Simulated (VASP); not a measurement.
A run of VASP 6.6.1 is set up as follows.

The input INCAR:

```
PREC     = Accurate       # precision mode
ENCUT    = 520            # plane-wave cutoff, eV
EDIFF    = 1E-6           # SCF threshold, eV
ISMEAR   = -1             # smearing method
SIGMA    = 0.02           # smearing width, eV
LREAL    = F              # projectors in reciprocal space
LASPH    = T              # aspherical terms in the spheres
NELM     = 80             # most SCF steps
ALGO     = Normal         # electronic algorithm
ISIF     = 2              # what is computed and relaxed
LWAVE    = F              # write WAVECAR
LCHARG   = F              # write CHGCAR
GGA      = PE             # functional
NBANDS   = 20             # bands
```

The input KPOINTS:

```
regular mesh
0
Gamma
  8 8 8
```

POSCAR

```
SnO2
1.0
    0.0000000000      2.5721722194      2.5721722194
    2.5721722194      0.0000000000      2.5721722194
    2.5721722194      2.5721722194      0.0000000000
Sn O
1 2
Direct
    0.0000000000      0.0000000000      0.0000000000
    0.7500000000      0.7500000000      0.7500000000
    0.2500000000      0.2500000000      0.2500000000
```

Potentials or basis: VASP PAW PBE potentials, release 64 (Sn_d, O).

Command:

```console
$ cat potpaw_PBE.64/Sn_d/POTCAR potpaw_PBE.64/O/POTCAR > POTCAR
$ mpirun -np 1 vasp_std > vasp.out
```

(1) Estimate the band gap on the k mesh.

(2) Estimate the pressure.

Results:

(1) zero (band 13 reaches 7.38 eV, above the bottom of band 14 at 7.22 eV).

(2) 0.6 GPa.

Caveat: spin-orbit coupling is left out, which moves the levels of the heavy elements.
